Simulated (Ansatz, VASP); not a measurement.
## One calculation of B3C, two programs

```
B C
1.0
     5.75308    0.00000    0.00000
    -2.87654    4.98232    0.00000
     0.00000    0.00000    2.08474
B C
6 2
Direct
  0.65494 0.82747 0.00000
  0.17253 0.34506 0.00000
  0.17253 0.82747 0.00000
  0.82747 0.65494 0.00000
  0.82747 0.17253 0.00000
  0.34506 0.17253 0.00000
  0.33333 0.66667 0.00000
  0.66667 0.33333 0.00000
```

Alike in both runs: functional PBE; k mesh 4 × 4 × 5; occupations gaussian, width 0.2 eV; no spin polarisation.

Ansatz relaxed the structure, and its values are those at the end. VASP's run is a single point on that final structure, the one shown.

|  | VASP | Ansatz |
| --- | --- | --- |
| version | VASP 6.6.1 | Ansatz 0.2.0 |
| potentials or method | VASP PAW PBE potentials, release 64 (B, C), cutoff 600 eV | scalar-relativistic, plane waves, PAW |
| valence electrons in the cell | 26 | 26 |

```csv
,VASP,Ansatz,Ansatz less VASP
gap on the k mesh at the Fermi level (eV),none,none,-
pressure (GPa),-0.1,-0.1,-0.04
rms of the force components (eV/Å),0.004,0.000,-0.0037
```

A gap of «none» marks a metal or a gap that the smearing closes.

The k mesh is coarse, so the values compare programs but aren't converged.
